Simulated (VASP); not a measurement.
# CuSb2 (P-3m1) in VASP: a series of runs, part 2 of 2

VASP 6.6.1. The steps go on from the part before.

### Step 3. Single point, LDA

INCAR

```
ALGO = Normal ; EDIFF = 1E-6
ENCUT = 520 ; ISIF = 2
ISMEAR = 0 ; LASPH = True
LCHARG = False ; LREAL = False
LWAVE = False ; NBANDS = 18
NELM = 100 ; PREC = Accurate
SIGMA = 0.05
```

KPOINTS

```
k-points
0
Gamma
  10 10 8
```

POSCAR

```
CuSb2
1.0
    4.0319689635      0.0000000000      0.0000000000
   -2.0159844818      3.4917875497      0.0000000000
    0.0000000000      0.0000000000      4.9605841529
Cu Sb
1 2
Direct
    0.0000000000      0.0000000000      0.0000000000
    0.3333333333      0.6666666667      0.2588614725
    0.6666666667      0.3333333333      0.7411385275
```

Potentials or basis: VASP PAW LDA potentials, release 64 (Cu, Sb).

Run with:

```
$ cat potpaw_LDA.64/Cu/POTCAR potpaw_LDA.64/Sb/POTCAR > POTCAR
$ mpirun -np 1 vasp_std > vasp.out
```

OUTCAR:

```text
EDIFF = 1E-6
   ENCUT = 520
   ISIF = 2
   ISMEAR = 0
   LASPH = True
   LREAL = False
   NELM = 100
   PREC = Accurate

 ion  position               nearest neighbor table
   1  0.000  0.000  0.000-   2 2.66   3 2.66   3 2.66   2 2.66   3 2.66   2 2.66
   2  0.333  0.667  0.259-   1 2.66   1 2.66   1 2.66   3 3.34   3 3.34   3 3.34   3 3.47   3 3.47
                             3 3.47
   3  0.667  0.333  0.741-   1 2.66   1 2.66   1 2.66   2 3.34   2 3.34   2 3.34   2 3.47   2 3.47
                             2 3.47

  LATTYP: Found a hexagonal cell.
 ALAT       =     4.0319689635
 C/A-ratio  =     1.2303130797

  Lattice vectors:

 A1 = (   4.0319689635,   0.0000000000,   0.0000000000)
 A2 = (  -2.0159844818,   3.4917875497,   0.0000000000)
 A3 = (   0.0000000000,   0.0000000000,   4.9605841529)

Analysis of symmetry for initial positions (statically):
=====================================================================
 Subroutine PRICEL returns:
 Original cell was already a primitive cell.

 Routine SETGRP: Setting up the symmetry group for a
 hexagonal supercell.

 Subroutine GETGRP returns: Found 12 space group operations
 (whereof 12 operations were pure point group operations)
 out of a pool of 24 trial point group operations.

The static configuration has the point symmetry D_3d.

Analysis of symmetry for dynamics (positions and initial velocities):
=====================================================================
 Subroutine PRICEL returns:
 Original cell was already a primitive cell.

 Routine SETGRP: Setting up the symmetry group for a
 hexagonal supercell.

 Subroutine GETGRP returns: Found 12 space group operations
 (whereof 12 operations were pure point group operations)
 out of a pool of 24 trial point group operations.

The dynamic configuration has the point symmetry D_3d.

 Subroutine INISYM returns: Found 12 space group operations
 (whereof 12 operations are pure point group operations),
 and found     1 'primitive' translations

----------------------------------------------------------------------------------------

                                     Primitive cell

  volume of cell :      69.8390

  direct lattice vectors                    reciprocal lattice vectors
     4.031968963  0.000000000  0.000000000     0.248017782  0.143193133  0.000000000
    -2.015984482  3.491787550  0.000000000     0.000000000  0.286386267  0.000000000
     0.000000000  0.000000000  4.960584153     0.000000000  0.000000000  0.201589162

  length of vectors
     4.031968963  4.031968964  4.960584153     0.286386267  0.286386267  0.201589162

  position of ions in fractional coordinates (direct lattice)
     0.000000000  0.000000000  0.000000000
     0.333333333  0.666666667  0.258861473
     0.666666667  0.333333333  0.741138527

  ion indices of the primitive-cell ions
   primitive index   ion index
                 1           1
                 2           2
                 3           3

----------------------------------------------------------------------------------------

 KPOINTS: k-points

Automatic generation of k-mesh.
 Grid dimensions read from file:
 generate k-points for:   10   10    8

 Generating k-lattice:

  Cartesian coordinates                     Fractional coordinates (reciprocal lattice)
     0.024801778  0.014319313  0.000000000     0.100000000 -0.000000000  0.000000000
     0.000000000  0.028638627  0.000000000     0.000000000  0.100000000  0.000000000
     0.000000000  0.000000000  0.025198645     0.000000000  0.000000000  0.125000000

  Length of vectors
     0.028638627  0.028638627  0.025198645

  Shift w.r.t. Gamma in fractional coordinates (k-lattice)
     0.000000000  0.000000000  0.000000000

 Subroutine IBZKPT returns following result:
 ===========================================

 Found     94 irreducible k-points:

 Following reciprocal coordinates:
            Coordinates               Weight
  0.000000  0.000000  0.000000      1.000000
  0.100000  0.000000  0.000000      6.000000
  0.200000  0.000000  0.000000      6.000000
  0.300000  0.000000  0.000000      6.000000
  0.400000 -0.000000  0.000000      6.000000
  0.500000  0.000000  0.000000      3.000000
[... 16 lines left out ...]
  0.000000  0.400000  0.125000      6.000000
  0.500000  0.000000  0.125000      6.000000
 [... further k-points ...]
   k-points           NKPTS =     94   k-points in BZ     NKDIM =     94   number of bands    NBANDS=     18
   number of dos      NEDOS =    301   number of ions     NIONS =      3
   total plane-waves  NPLWV =  36000
   dimension x,y,z NGX =    30 NGY =   30 NGZ =   40
   dimension x,y,z NGXF=    60 NGYF=   60 NGZF=   80
   ions per type =               1   2
   NGX,Y,Z   is equivalent  to a cutoff of  12.37, 12.37, 13.41 a.u.
   NGXF,Y,Z  is equivalent  to a cutoff of  24.74, 24.74, 26.81 a.u.
 SYSTEM =  unknown system
   PREC   = accura    normal or accurate (medium, high low for compatibility)
   ISTART =      0    job   : 0-new  1-cont  2-samecut
   ICHARG =      2    charge: 1-file 2-atom 10-const
   ISPIN  =      1    spin polarized calculation?
   LNONCOLLINEAR =      F non collinear calculations
   LSORBIT =      F    spin-orbit coupling
   LASPH  =      T    aspherical Exc in radial PAW
   ENCUT  =  520.0 eV  38.22 Ry    6.18 a.u.   7.50  7.50  9.22*2*pi/ulx,y,z
   NELM   =    100;   NELMIN=  2; NELMDL= -5     # of ELM steps
   EDIFF  = 0.1E-05   stopping-criterion for ELM
   LREAL  =      F    real-space projection
   EDIFFG = 0.1E-04   stopping-criterion for IOM
   NSW    =      0    number of steps for IOM
   IBRION =     -1    ionic relax: 0-MD 1-quasi-New 2-CG
   NFREE  =      0    steps in history (QN), initial steepest desc. (CG)
   ISIF   =      2    stress and relaxation
   ISYM   =      2    0-nonsym 1-usesym 2-fastsym
   POTIM  = 0.5000    time-step for ionic-motion
   TEBEG  =    0.0;   TEEND  =   0.0 temperature during run
   PSTRESS=    0.0 pullay stress
   NELECT =      21.0000    total number of electrons
   NUPDOWN=      -1.0000    fix difference up-down
   EMIN   =  10.00;   EMAX   =-10.00  energy-range for DOS
   EFERMI =   0.00;   METHOD = LEGACY
   ISMEAR =     0;   SIGMA  =   0.05  broadening in eV -4-tet -1-fermi 0-gaus
   EFERMI_NEDOS =   21; number of points for ismear=-14 and -15
   IALGO  =     38    algorithm
   IMIX   =      4    mixing-type and parameters
     AMIX     =   0.40;   BMIX     =  1.00
     AMIX_MAG =   1.60;   BMIX_MAG =  1.00
  volume/ion in A,a.u.               =      23.28       157.10
  Fermi-wavevector in a.u.,A,eV,Ry     =   1.096769  2.072594 16.366490  1.202903
  Thomas-Fermi vector in A             =   2.233117
   LORBIT       =      0    0 simple, 1 ext, 2 COOP (PROOUT), +10 PAW based schemes
   GGA     = CA    functional components
   LHFCALC =     F    Hartree Fock is set to
   AEXX    =    0.0000 exact exchange contribution
   IVDW    =     0    specifies the selected vdW correction
   LEPSILON=     F    determine dielectric tensor
   LRPA    =     F    only Hartree local field effects (RPA)
 non-spin polarized calculation
 Gauss-broadening in eV      SIGMA  =   0.05
  energy-cutoff  :      520.00
  volume of cell :       69.84
 maximum number of plane-waves:      1914
 NGX is ok and might be reduce to    30
   NGX = 15   NGY = 15   NGZ = 19

 number of electron      21.0000027 magnetization

 Free energy of the ion-electron system (eV)
  ---------------------------------------------------
  ext. energy  EPLUGINS =         0.00000000
  ---------------------------------------------------
  free energy    TOTEN  =       -14.05478542 eV

  energy without entropy =      -14.05278936  energy(sigma->0) =      -14.05378739

 E-fermi :   7.2729     XC(G=0): -10.4952

 val. band max:        7.2717208546   @ k =   0.1000   0.0000   0.3750
 cond. band min:       7.2866930192   @ k =   0.3000   0.3000   0.0000
 fundamental gap:      0.0149721646
 Fermi energy:         7.2729301498

 k-point     1 :       0.0000    0.0000    0.0000
  band No.  band energies     occupation
      1      -4.8254      2.00000
      2      -0.1813      2.00000
      3       2.2075      2.00000
      4       3.1412      2.00000
      5       3.1412      2.00000
      6       3.8555      2.00000
[... 481 lines left out ...]
      5       3.4835      2.00000
      6       3.8944      2.00000
[... 10 lines left out ...]
     17      15.0071      0.00000
     18      18.5993      0.00000

 [... further k-points ...]

------------------------ aborting loop because EDIFF is reached ----------------------------------------

  FORCE on cell =-STRESS in cart. coord.  units (eV):
  Direction    XX          YY          ZZ          XY          YZ          ZX
  --------------------------------------------------------------------------------------
  -------------------------------------------------------------------------------------
  Total       -2.4961863     -2.4961863     -2.1755111      0.0000000      0.0000000      0.0000000
  in kB      -57.2650654    -57.2650654    -49.9084490      0.0000000      0.0000000      0.0000000
  external PRESSURE =     -54.8128599 kB  Pullay stress =       0.0000000 kB

 VOLUME and BASIS-vectors are now :
 -----------------------------------------------------------------------------
  energy-cutoff  :      520.00
  volume of cell :       69.84
      direct lattice vectors                 reciprocal lattice vectors
     4.031968963  0.000000000  0.000000000     0.248017782  0.143193133  0.000000000
    -2.015984482  3.491787550  0.000000000     0.000000000  0.286386267  0.000000000
     0.000000000  0.000000000  4.960584153     0.000000000  0.000000000  0.201589162

 POSITION                                       TOTAL-FORCE (eV/Angst)
 -----------------------------------------------------------------------------------
      0.00000      0.00000      0.00000        -0.000000      0.000000      0.000000
     -0.00000      2.32786      1.28410        -0.000000      0.000000     -0.214493
      2.01598      1.16393      3.67648         0.000000      0.000000      0.214493
 -----------------------------------------------------------------------------------
    total drift:                                0.000000      0.000000      0.000000

  FREE ENERGIE OF THE ION-ELECTRON SYSTEM (eV)
  ---------------------------------------------------
  free  energy   TOTEN  =       -14.0547854192 eV

  energy  without entropy=      -14.0527893622  energy(sigma->0) =      -14.05378739
```

OSZICAR:

```text
N       E                     dE             d eps       ncg     rms          rms(c)
DAV:   1     0.112981152632E+03    0.11298E+03   -0.81642E+03  3384   0.113E+03
DAV:   2    -0.859758074351E+01   -0.12158E+03   -0.11630E+03  3648   0.235E+02
DAV:   3    -0.153695317779E+02   -0.67720E+01   -0.65963E+01  4524   0.638E+01
DAV:   4    -0.155404779703E+02   -0.17095E+00   -0.17028E+00  4236   0.889E+00
DAV:   5    -0.155471102093E+02   -0.66322E-02   -0.66316E-02  5012   0.211E+00    0.126E+01
DAV:   6    -0.178099366081E+02   -0.22628E+01   -0.47728E+01  3770   0.192E+02    0.109E+01
DAV:   7    -0.142278920107E+02    0.35820E+01   -0.92601E+00  4394   0.898E+01    0.322E+00
DAV:   8    -0.140883771098E+02    0.13951E+00   -0.17108E+00  4658   0.353E+01    0.219E+00
DAV:   9    -0.140555094898E+02    0.32868E-01   -0.32557E-01  4898   0.123E+01    0.755E-01
DAV:  10    -0.140552840264E+02    0.22546E-03   -0.84838E-03  3934   0.762E-01    0.408E-01
DAV:  11    -0.140548153547E+02    0.46867E-03   -0.10353E-03  4884   0.556E-01    0.621E-02
DAV:  12    -0.140547864676E+02    0.28887E-04   -0.25696E-04  5232   0.312E-01    0.186E-02
DAV:  13    -0.140547861851E+02    0.28247E-06   -0.11320E-05  5188   0.422E-02    0.231E-02
DAV:  14    -0.140547854192E+02    0.76595E-06   -0.16898E-06  2856   0.926E-03
   1 F= -.14054785E+02 E0= -.14053787E+02  d E =-.199606E-02
```

stdout:

```text
POSCAR found type information on POSCAR CuSb
 POSCAR found :  2 types and       3 ions
 scaLAPACK will be used
 LDA part: xc-table for (Slater(with rela. corr.)+CA(PZ))
 , standard interpolation
 POSCAR, INCAR and KPOINTS ok, starting setup
 FFT: planning ... GRIDC
 FFT: planning ... GRID_SOFT
 FFT: planning ... GRID
 WAVECAR not read
 entering main loop
```

It took 56 s on 1 thread of Intel Xeon 6975P-C (Granite Rapids), shared host; peak memory 0.24 GiB.

Results:

```yaml
Free_energy: -14.0548 eV
Pressure: -5.5 GPa
Largest_force: 0.214 eV/Å
Band_gap_on_the_k_mesh: zero (an odd number of electrons rules out a gap without spin polarisation)
```

Forces in eV/Å, atoms in the order of the input:
```
Cu   0.000  0.000  0.000
Sb   0.000  0.000 -0.214
Sb   0.000  0.000  0.214
```

Stress tensor (GPa, compression positive):
```
-5.73  0.00  0.00
 0.00 -5.73  0.00
 0.00  0.00 -4.99
```

Levels at points of the mesh, in eV from the Fermi level:
| k point | band 7 | band 8 | band 9 | band 10 | band 11 | band 12 | band 13 | band 14 | band 15 | band 16 |
| --- | --- | --- | --- | --- | --- | --- | --- | --- | --- | --- |
| (0.00, 0.00, 0.00) | -3.42 | -2.72 | 0.89 | 0.89 | 1.23 | 1.23 | 3.47 | 4.45 | 4.76 | 6.82 |
| (0.50, 0.00, 0.00) | -3.32 | -2.41 | -2.27 | -2.24 | -1.67 | 0.15 | 3.05 | 3.24 | 6.17 | 6.39 |
| (0.00, 0.00, 0.50) | -3.43 | 0.24 | 0.54 | 0.62 | 0.62 | 2.04 | 2.04 | 4.91 | 4.95 | 4.95 |
| (0.50, 0.00, 0.50) | -3.39 | -3.31 | -3.12 | -1.04 | 0.46 | 1.06 | 1.30 | 5.71 | 6.19 | 7.88 |

Caveat: the cell stands under tension; spin-orbit coupling is left out, which moves the levels of the heavy elements.

### Step 4. Single point, PBE (23.75 Å³/atom)

This run uses another cell than the first one, of 23.75 Å³/atom.

INCAR

```
ALGO = Normal
EDIFF = 1E-6
ENCUT = 520
GGA = PE
ISIF = 2
ISMEAR = 0
LASPH = True
LCHARG = False
LREAL = False
LWAVE = False
NBANDS = 18
NELM = 60
PREC = Accurate
SIGMA = 0.05
```

KPOINTS is that of step 3.

POSCAR

```
CuSb2
1.0
    4.0561038476      0.0000000000      0.0000000000
   -2.0280519238      3.5126889724      0.0000000000
    0.0000000000      0.0000000000      4.9997607507
Cu Sb
1 2
Direct
    0.0000000000      0.0000000000      0.0000000000
    0.3333333333      0.6666666667      0.2543841015
    0.6666666667      0.3333333333      0.7456158985
```

Potentials or basis: VASP PAW PBE potentials, release 64 (Cu, Sb).

Run with:

```
$ cat potpaw_PBE.64/Cu/POTCAR potpaw_PBE.64/Sb/POTCAR > POTCAR
$ mpirun -np 1 vasp_std > vasp.out
```

Wall time 61 s (1 thread of Intel Xeon 6975P-C (Granite Rapids), shared host); peak memory 0.26 GiB.

Results (log left out):

| Property | Result |
| --- | --- |
| Free energy | -11.7321 eV |
| Pressure | -0.9 GPa |
| Largest force | 0.029 eV/Å |
| Band gap on the k mesh | zero (an odd number of electrons rules out a gap without spin polarisation) |

Forces on the atoms (eV/Å):
```
Cu   0.000  0.000  0.000
Sb   0.000  0.000  0.029
Sb   0.000  0.000 -0.029
```

Levels at points of the mesh, in eV from the Fermi level:
| k point | band 7 | band 8 | band 9 | band 10 | band 11 | band 12 | band 13 | band 14 | band 15 | band 16 |
| --- | --- | --- | --- | --- | --- | --- | --- | --- | --- | --- |
| (0.00, 0.00, 0.00) | -3.37 | -2.68 | 0.88 | 0.88 | 1.17 | 1.17 | 3.44 | 4.35 | 4.71 | 6.75 |
| (0.50, 0.00, 0.00) | -3.29 | -2.40 | -2.27 | -2.23 | -1.67 | 0.20 | 2.95 | 3.16 | 6.19 | 6.41 |
| (0.00, 0.00, 0.50) | -3.39 | 0.25 | 0.46 | 0.64 | 0.64 | 1.94 | 1.94 | 4.86 | 4.92 | 4.92 |
| (0.50, 0.00, 0.50) | -3.35 | -3.27 | -3.07 | -1.15 | 0.54 | 1.06 | 1.24 | 5.63 | 6.12 | 7.85 |

Caveat: spin-orbit coupling is left out, which moves the levels of the heavy elements.

### Step 5. Summary

| level | potentials or basis | cell | gap on the mesh (eV) | pressure (GPa) | largest force (eV/Å) |
| --- | --- | --- | --- | --- | --- |
| PBEsol | VASP PAW PBE potentials, release 64 (Cu, Sb) | a = 4.032, b = 4.032, c = 4.961 Å, angles 90.0, 90.0, 120.0°, 3 atoms, atomic positions A | none | -3.5 | 0.10 |
| LDA | VASP PAW LDA potentials, release 64 (Cu, Sb) | a = 4.032, b = 4.032, c = 4.961 Å, angles 90.0, 90.0, 120.0°, 3 atoms, atomic positions A | none | -5.5 | 0.21 |
| PBE | VASP PAW PBE potentials, release 64 (Cu, Sb) | a = 4.056, b = 4.056, c = 5.000 Å, angles 90.0, 90.0, 120.0°, 3 atoms, atomic positions B | none | -0.9 | 0.03 |

Alike in all rows: task single point; no spin polarisation; k mesh 10 × 10 × 8; cutoff (eV) 520; smearing gaussian 0.05 eV.

Caveats: spin-orbit coupling is left out, which moves the levels of the heavy elements; the cell stands under tension (at least some runs); the PAW data sets were made with another functional, which shifts forces and pressure a little (at least some runs).

Absolute energies hang on the potentials; compare differences alone.
